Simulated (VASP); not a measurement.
Input of a VASP 6.6.1 run:

POSCAR

```
ZnSb2C
1.0
    3.8273790869      0.0000000000      0.0000000000
    0.0000000000      3.8273790869      0.0000000000
    0.0000000000      0.0000000000      5.9708967496
Zn Sb C
1 2 1
Direct
    0.0000000000      0.0000000000      0.0000000000
    0.0000000000      0.5000000000      0.2909733434
    0.5000000000      0.0000000000      0.7090266566
    0.5000000000      0.5000000000      0.5000000000
```

Contents of INCAR.step1:

```
PREC = Accurate
ENCUT = 520
ISMEAR = -1
SIGMA = 0.02
LREAL = False
LASPH = True
NELM = 100
NBANDS = 21
GGA = PE
ALGO = Normal
EDIFF = 1E-4
LWAVE = True
LCHARG = False
```

INCAR.step2

```
PREC = Accurate
ENCUT = 520
EDIFF = 1E-6
ISMEAR = -1
SIGMA = 0.02
LREAL = False
LASPH = True
NELM = 100
ALGO = Normal
ISIF = 2
LWAVE = False
LCHARG = True
METAGGA = R2SCAN
LMIXTAU = True
LELF = True
LVHAR = True
NBANDS = 21
ISTART = 1
```

KPOINTS

```
Automatic mesh
0
Gamma
  6 6 4
```

Potentials or basis: VASP PAW PBE potentials, release 64 (Zn, Sb, C).

Command:

```console
$ cat potpaw_PBE.64/Zn/POTCAR potpaw_PBE.64/Sb/POTCAR potpaw_PBE.64/C/POTCAR > POTCAR
$ cp INCAR.step1 INCAR
$ mpirun -np 1 vasp_std > vasp.out
$ cp INCAR.step2 INCAR
$ mpirun -np 1 vasp_std > vasp.out
```

Predict the largest force.

0.029 eV/Å.

Predict the pressure.

0.2 GPa.

Estimate the band gap on the k mesh.

zero (band 13 reaches 6.77 eV, above the bottom of band 14 at 5.85 eV).

Forces in eV/Å, atoms in the order of the input:
```
Zn   0.000  0.000  0.000
Sb   0.000  0.000 -0.029
Sb   0.000  0.000  0.029
C    0.000  0.000  0.000
```

Caveat: the PAW data sets were made with another functional, which shifts forces and pressure a little; spin-orbit coupling is left out, which moves the levels of the heavy elements.
